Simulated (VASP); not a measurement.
Crystal: Ru.

```xyz
2
Lattice="2.7058 0.0000 0.0000 -1.3529 2.3433 0.0000 0.0000 0.0000 4.2819" Properties=species:S:1:pos:R:3 pbc="T T T"
Ru    0.0000    1.5622    1.0705
Ru    1.3529    0.7811    3.2114
```

Base run:

- Program: VASP 6.6.1
- Functional: r2SCAN
- Potentials or basis: VASP PAW PBE potentials, release 64 (Ru_pv)
- Cutoff: 550 eV
- k mesh: 13 × 13 × 7
- Occupations: gaussian, width 0.05 eV
- Spin: no spin polarisation

Its results: band gap on the k mesh zero (band 14 reaches 14.25 eV, above the bottom of band 15 at 11.13 eV); pressure -0.7 GPa.

Q: After a change of settings the same cell gave: band gap on the k mesh zero (band 14 reaches 14.38 eV, above the bottom of band 15 at 11.40 eV); pressure 8.9 GPa. Which change was it?
A. functional from r2SCAN to LDA; potentials or basis from VASP PAW PBE potentials, release 64 (Ru_pv) to VASP PAW LDA potentials, release 64 (Ru_pv); cutoff from 550 eV to 500 eV
B. functional from r2SCAN to BLYP; cutoff from 550 eV to 500 eV
C. functional from r2SCAN to PBE; cutoff from 550 eV to 500 eV
D. functional from r2SCAN to RPBE; cutoff from 550 eV to 500 eV

A: D.

Caveats: the PAW data sets were made with another functional, which shifts forces and pressure a little.
